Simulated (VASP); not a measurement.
# Pd (Im-3m) in VASP: further runs

Runs on Pd. Level: LDA. Tasks: single point.

Everything below comes from runs of VASP 6.6.1. Logs are shortened: lines on timing, memory, paths and dates and some standing lists are left out, and cuts for length are marked.

### 1 The cell of the first run

The structure is cubic, space group Im-3m (No. 229). The conventional cell has a = 3.102 Å, b = 3.102 Å, c = 3.102 Å, α = 90.00°, β = 90.00°, γ = 90.00°. Within 3.5 Å of Pd (site symmetry m-3m) lie 14 Pd at 2.69 to 3.10 Å.

### 2 Single point, LDA (volume scaled by 0.96)

Input file INCAR:

```
  ALGO = Normal
  EDIFF = 1E-6
  ENCUT = 520
  GGA = CA
  ISIF = 2
  ISMEAR = -1
  LASPH = True
  LCHARG = True
  LELF = True
  LREAL = False
  LVHAR = True
  LWAVE = False
  NBANDS = 11
  NELM = 100
  PREC = Accurate
  SIGMA = 0.05
```

Input file KPOINTS:

```
k-points
0
Gamma
  12 12 12
```

Input file POSCAR:

```
Pd
1.0
   -1.5510313546      1.5510313546      1.5510313546
    1.5510313546     -1.5510313546      1.5510313546
    1.5510313546      1.5510313546     -1.5510313546
Pd
1
Direct
    0.0000000000      0.0000000000      0.0000000000
```

Potentials or basis: VASP PAW LDA potentials, release 64 (Pd).

Run with:

```
cat potpaw_LDA.64/Pd/POTCAR > POTCAR
mpirun -np 1 vasp_std > vasp.out
```

OUTCAR:

```text
EDIFF = 1E-6
   ENCUT = 520
   GGA = CA
   ISIF = 2
   ISMEAR = -1
   LASPH = True
   LREAL = False
   NELM = 100
   PREC = Accurate

 ion  position               nearest neighbor table
   1  0.000  0.000  0.000-

  LATTYP: Found a body centered cubic cell.
 ALAT       =     3.1020627092

  Lattice vectors:

 A1 = (  -1.5510313546,   1.5510313546,   1.5510313546)
 A2 = (   1.5510313546,  -1.5510313546,   1.5510313546)
 A3 = (   1.5510313546,   1.5510313546,  -1.5510313546)

Analysis of symmetry for initial positions (statically):
=====================================================================
 Subroutine PRICEL returns:
 Original cell was already a primitive cell.

 Routine SETGRP: Setting up the symmetry group for a
 body centered cubic supercell.

 Subroutine GETGRP returns: Found 48 space group operations
[... 9 lines left out ...]

 Routine SETGRP: Setting up the symmetry group for a
 body centered cubic supercell.

 Subroutine GETGRP returns: Found 48 space group operations
[... 11 lines left out ...]
                                     Primitive cell

  volume of cell :      14.9253

  direct lattice vectors                    reciprocal lattice vectors
    -1.551031355  1.551031355  1.551031355     0.000000000  0.322366146  0.322366146
     1.551031355 -1.551031355  1.551031355     0.322366146  0.000000000  0.322366146
     1.551031355  1.551031355 -1.551031355     0.322366146  0.322366146  0.000000000

  length of vectors
     2.686465110  2.686465110  2.686465110     0.455894576  0.455894576  0.455894576

  position of ions in fractional coordinates (direct lattice)
     0.000000000  0.000000000  0.000000000

  ion indices of the primitive-cell ions
   primitive index   ion index
                 1           1

----------------------------------------------------------------------------------------

 KPOINTS: k-points

Automatic generation of k-mesh.
 Grid dimensions read from file:
 generate k-points for:   12   12   12

 Generating k-lattice:

  Cartesian coordinates                     Fractional coordinates (reciprocal lattice)
     0.000000000  0.026863845  0.026863845     0.083333333  0.000000000  0.000000000
     0.026863845  0.000000000  0.026863845     0.000000000  0.083333333  0.000000000
[... 52 lines left out ...]
   ISPIN  =      1    spin polarized calculation?
   LNONCOLLINEAR =      F non collinear calculations
   LSORBIT =      F    spin-orbit coupling
   LASPH  =      T    aspherical Exc in radial PAW
   ENCUT  =  520.0 eV  38.22 Ry    6.18 a.u.   5.00  5.00  5.00*2*pi/ulx,y,z
   NELM   =    100;   NELMIN=  2; NELMDL= -5     # of ELM steps
   EDIFF  = 0.1E-05   stopping-criterion for ELM
   LREAL  =      F    real-space projection
   EDIFFG = 0.1E-04   stopping-criterion for IOM
   NSW    =      0    number of steps for IOM
   IBRION =     -1    ionic relax: 0-MD 1-quasi-New 2-CG
   NFREE  =      0    steps in history (QN), initial steepest desc. (CG)
   ISIF   =      2    stress and relaxation
   ISYM   =      2    0-nonsym 1-usesym 2-fastsym
   POTIM  = 0.5000    time-step for ionic-motion
   TEBEG  =    0.0;   TEEND  =   0.0 temperature during run
   PSTRESS=    0.0 pullay stress
   NELECT =      10.0000    total number of electrons
   NUPDOWN=      -1.0000    fix difference up-down
   EMIN   =  10.00;   EMAX   =-10.00  energy-range for DOS
   EFERMI =   0.00;   METHOD = LEGACY
   ISMEAR =    -1;   SIGMA  =   0.05  broadening in eV -4-tet -1-fermi 0-gaus
   EFERMI_NEDOS =   21; number of points for ismear=-14 and -15
   IALGO  =     38    algorithm
   IMIX   =      4    mixing-type and parameters
     AMIX     =   0.40;   BMIX     =  1.00
     AMIX_MAG =   1.60;   BMIX_MAG =  1.00
  volume/ion in A,a.u.               =      14.93       100.72
  Fermi-wavevector in a.u.,A,eV,Ry     =   1.432521  2.707072 27.920729  2.052116
  Thomas-Fermi vector in A             =   2.552139
   LORBIT       =      0    0 simple, 1 ext, 2 COOP (PROOUT), +10 PAW based schemes
   GGA     = CA    functional components
   LHFCALC =     F    Hartree Fock is set to
   AEXX    =    0.0000 exact exchange contribution
   IVDW    =     0    specifies the selected vdW correction
   LEPSILON=     F    determine dielectric tensor
   LRPA    =     F    only Hartree local field effects (RPA)
 non-spin polarized calculation
  energy-cutoff  :      520.00
  volume of cell :       14.93
 maximum number of plane-waves:       420
   NGX =  9   NGY =  9   NGZ =  9

 number of electron      10.0000003 magnetization

 Free energy of the ion-electron system (eV)
  ---------------------------------------------------
  ext. energy  EPLUGINS =         0.00000000
  ---------------------------------------------------
  free energy    TOTEN  =        -6.42671949 eV

  energy without entropy =       -6.41711752  energy(sigma->0) =       -6.42191850

 E-fermi :   9.3596     XC(G=0): -13.4419

 val. band max:        9.3578302776   @ k =  -0.4167   0.4167   0.4167
 cond. band min:       9.4425830402   @ k =  -0.2500   0.3333   0.0833
 fundamental gap:      0.0847527625
 Fermi energy:         9.3596262711

 k-point     1 :       0.0000    0.0000    0.0000
  band No.  band energies     occupation
      1       2.2513      2.00000
      2       6.4442      2.00000
      3       6.4442      2.00000
      4       6.4442      2.00000
      5       8.4541      2.00000
      6       8.4541      2.00000
      7      28.6821      0.00000
      8      28.6821      0.00000
      9      28.6821      0.00000
     10      35.3512      0.00000
     11      37.2135      0.00000
[... 309 lines left out ...]
 k-point    24 :       0.4167    0.0833    0.0833
  band No.  band energies     occupation
      1       4.4975      2.00000
      2       5.2567      2.00000
      3       8.2717      2.00000
      4       8.4557      2.00000
      5       8.7028      2.00000
      6      12.9199      0.00000
      7      17.1375      0.00000
      8      23.7977      0.00000
      9      24.6738      0.00000
     10      33.8853      0.00000
     11      35.3116      0.00000

 [... further k-points ...]
[... 5 lines left out ...]
  --------------------------------------------------------------------------------------
  -------------------------------------------------------------------------------------
  Total       -0.8256930     -0.8256930     -0.8256930      0.0000000     -0.0000000      0.0000000
  in kB      -88.6354468    -88.6354468    -88.6354468      0.0000000     -0.0000000      0.0000000
  external PRESSURE =     -88.6354468 kB  Pullay stress =       0.0000000 kB

 VOLUME and BASIS-vectors are now :
 -----------------------------------------------------------------------------
  energy-cutoff  :      520.00
  volume of cell :       14.93
      direct lattice vectors                 reciprocal lattice vectors
    -1.551031355  1.551031355  1.551031355     0.000000000  0.322366146  0.322366146
     1.551031355 -1.551031355  1.551031355     0.322366146  0.000000000  0.322366146
     1.551031355  1.551031355 -1.551031355     0.322366146  0.322366146  0.000000000

 POSITION                                       TOTAL-FORCE (eV/Angst)
 -----------------------------------------------------------------------------------
      0.00000      0.00000      0.00000        -0.000000      0.000000     -0.000000
 -----------------------------------------------------------------------------------
    total drift:                                0.000000     -0.000000      0.000000

  FREE ENERGIE OF THE ION-ELECTRON SYSTEM (eV)
  ---------------------------------------------------
  free  energy   TOTEN  =        -6.4267194880 eV

  energy  without entropy=       -6.4171175189  energy(sigma->0) =       -6.42191850
```

OSZICAR:

```text
N       E                     dE             d eps       ncg     rms          rms(c)
DAV:   1     0.419782161809E+02    0.41978E+02   -0.51675E+03  1584   0.855E+02
DAV:   2    -0.617147005492E+01   -0.48150E+02   -0.46716E+02  1752   0.185E+02
DAV:   3    -0.674914060138E+01   -0.57767E+00   -0.57701E+00  1928   0.216E+01
DAV:   4    -0.675156735214E+01   -0.24268E-02   -0.24264E-02  1943   0.144E+00
DAV:   5    -0.675159128992E+01   -0.23938E-04   -0.23936E-04  2029   0.130E-01    0.775E+00
DAV:   6    -0.644282761820E+01    0.30876E+00   -0.12876E+00  1944   0.917E+00    0.365E+00
DAV:   7    -0.643150713576E+01    0.11320E-01   -0.11047E-02  2027   0.793E-01    0.198E+00
DAV:   8    -0.642671232576E+01    0.47948E-02   -0.12627E-03  1980   0.290E-01    0.525E-02
DAV:   9    -0.642671619655E+01   -0.38708E-05   -0.18199E-05  2202   0.360E-02    0.122E-02
DAV:  10    -0.642671950780E+01   -0.33113E-05   -0.12109E-06  1957   0.877E-03    0.218E-03
DAV:  11    -0.642671948797E+01    0.19831E-07   -0.57673E-08  1272   0.179E-03
   1 F= -.64267195E+01 E0= -.64219185E+01  d E =-.960197E-02
```

stdout:

```text
POSCAR found type information on POSCAR Pd
 POSCAR found :  1 types and       1 ions
 scaLAPACK will be used
 LDA part: xc-table for (Slater(with rela. corr.)+CA(PZ))
 , standard interpolation
 POSCAR, INCAR and KPOINTS ok, starting setup
 FFT: planning ... GRIDC
 FFT: planning ... GRID_SOFT
 FFT: planning ... GRID
 WAVECAR not read
 entering main loop
```

It took 5.7 s on 1 thread of Intel Xeon Platinum 8488C (Sapphire Rapids), shared host; peak memory 0.12 GiB.

What came out:

| Quantity | Value |
| --- | --- |
| Free energy | -6.4267 eV |
| Pressure | -8.9 GPa |
| Band gap on the k mesh | zero (band 5 reaches 9.99 eV, above the bottom of band 6 at 8.34 eV) |

Levels at points of the mesh, in eV from the Fermi level:
```tsv
k point	band 2	band 3	band 4	band 5	band 6	band 7	band 8	band 9
(0.00, 0.00, 0.00)	-2.92	-2.92	-2.92	-0.91	-0.91	19.32	19.32	19.32
(0.50, 0.00, 0.00)	-4.11	-0.99	-0.67	0.63	1.38	7.83	15.08	17.60
(0.50, 0.50, 0.50)	-5.15	0.24	0.24	0.24	9.10	9.10	9.10	17.44
```

Caveat: the cell differs from its parent crystal (volume scaled by 0.96).

### 3 Single point, LDA (volume scaled by 0.98)

Input file INCAR:

```
  PREC = Accurate
  ENCUT = 520
  EDIFF = 1E-6
  ISMEAR = -1
  SIGMA = 0.05
  LREAL = F
  LASPH = T
  NELM = 100
  ALGO = Normal
  ISIF = 2
  LWAVE = F
  LCHARG = F
  GGA = CA
  NBANDS = 11
```

Input file KPOINTS:

```
Automatic mesh
0
Gamma
  12 12 12
```

Input file POSCAR:

```
Pd
1.0
   -1.5617284606      1.5617284606      1.5617284606
    1.5617284606     -1.5617284606      1.5617284606
    1.5617284606      1.5617284606     -1.5617284606
Pd
1
Direct
    0.0000000000      0.0000000000      0.0000000000
```

Potentials or basis: VASP PAW LDA potentials, release 64 (Pd).

Run with:

```
cat potpaw_LDA.64/Pd/POTCAR > POTCAR
mpirun -np 1 vasp_std > vasp.out
```

Run time: 5.2 s. Hardware: 1 thread of Intel Xeon Platinum 8488C (Sapphire Rapids), shared host; peak memory 0.12 GiB.

Results (log left out):

```yaml
Free_energy: -6.4064 eV
Pressure: -12.2 GPa
Band_gap_on_the_k_mesh: zero (band 5 reaches 9.62 eV, above the bottom of band 6 at 8.03 eV)
```

Levels at points of the mesh, in eV from the Fermi level:
```tsv
k point	band 3	band 4	band 5	band 6	band 7	band 8
(0.00, 0.00, 0.00)	-2.83	-2.83	-0.88	-0.88	19.28	19.28
(0.50, 0.00, 0.00)	-0.96	-0.65	0.60	1.41	7.65	15.03
(0.50, 0.50, 0.50)	0.23	0.23	0.23	9.02	9.02	9.02
```

Caveat: the cell differs from its parent crystal (volume scaled by 0.98).

### 4 Single point, LDA

This run uses another cell than the first one, of 15.55 Å³/atom, 1.042 times its volume.

Input file INCAR:

```
ALGO = Fast
EDIFF = 1E-7
ENCUT = 520
ISIF = 2
ISMEAR = -1
LASPH = T
LCHARG = T
LELF = T
LREAL = F
LVHAR = T
LWAVE = F
NBANDS = 11
NELM = 100
PREC = Accurate
SIGMA = 0.05
```

Input file KPOINTS:

```
k-points
0
Gamma
  12 12 12
```

Input file POSCAR:

```
Pd
1.0
   -1.5722810000      1.5722810000      1.5722810000
    1.5722810000     -1.5722810000      1.5722810000
    1.5722810000      1.5722810000     -1.5722810000
Pd
1
Direct
    0.0000000000      0.0000000000      0.0000000000
```

Run with:

```
cat potpaw_LDA.64/Pd/POTCAR > POTCAR
mpirun -np 1 vasp_std > vasp.out
```

Wall time 6.2 s (1 thread of Intel Xeon Platinum 8488C (Sapphire Rapids), shared host); peak memory 0.12 GiB.

Results (log left out):

```yaml
Free_energy: -6.3800 eV
Pressure: -15.1 GPa
Band_gap_on_the_k_mesh: zero (band 5 reaches 9.27 eV, above the bottom of band 6 at 7.73 eV)
```

Levels at points of the mesh, in eV from the Fermi level:
```tsv
k point	band 3	band 4	band 5	band 6	band 7	band 8
(0.00, 0.00, 0.00)	-2.74	-2.74	-0.85	-0.85	19.23	19.23
(0.50, 0.00, 0.00)	-0.93	-0.63	0.58	1.45	7.48	14.97
(0.50, 0.50, 0.50)	0.22	0.22	0.22	8.95	8.95	8.95
```

### 5 Overview

| cell | gap on the mesh (eV) | pressure (GPa) |
| --- | --- | --- |
| a = 2.686 Å, angles 109.5°, 1 atom | none | -8.9 |
| a = 2.705 Å, angles 109.5°, 1 atom | none | -12.2 |
| a = 2.723 Å, angles 109.5°, 1 atom | none | -15.1 |

Alike in all rows: task single point; level LDA; potentials or basis VASP PAW LDA potentials, release 64 (Pd); no spin polarisation; k mesh 12 × 12 × 12; cutoff (eV) 520; smearing fermi-dirac 0.05 eV.

Absolute energies hang on the potentials; compare differences alone.
